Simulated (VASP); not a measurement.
A run of VASP 6.6.1:

INCAR

```
ALGO = Normal
EDIFF = 1E-7
ENCUT = 520
ISIF = 2
ISMEAR = -1
LASPH = True
LCHARG = True
LELF = True
LREAL = False
LVHAR = True
LWAVE = False
NBANDS = 26
NELM = 60
PREC = Accurate
SIGMA = 0.05
```

Contents of KPOINTS:

```
k-points
0
Gamma
  6 6 5
```

The input POSCAR:

```
HgTe
1.0
    3.0123365776     -3.4898894638      0.0000000000
    3.0123365776      3.4898894638      0.0000000000
    0.0000000000      0.0000000000      5.8365565098
Hg Te
2 2
Direct
    0.6569500000      0.3430500000      0.2500000000
    0.3430500000      0.6569500000      0.7500000000
    0.2151910000      0.7848090000      0.2500000000
    0.7848090000      0.2151910000      0.7500000000
```

Potentials or basis: VASP PAW LDA potentials, release 64 (Hg, Te).

Launch:

```console
$ cat potpaw_LDA.64/Hg/POTCAR potpaw_LDA.64/Te/POTCAR > POTCAR
$ mpirun -np 1 vasp_std > vasp.out
```

Hardware: 1 thread of Intel Xeon 6975P-C, with other jobs on the host.

Q: How long does it take, and how much memory?

A: It took 100 s on 1 thread of Intel Xeon 6975P-C, on a shared host, peak memory 0.27 GiB. Counts: scf iterations 14, k points 39.
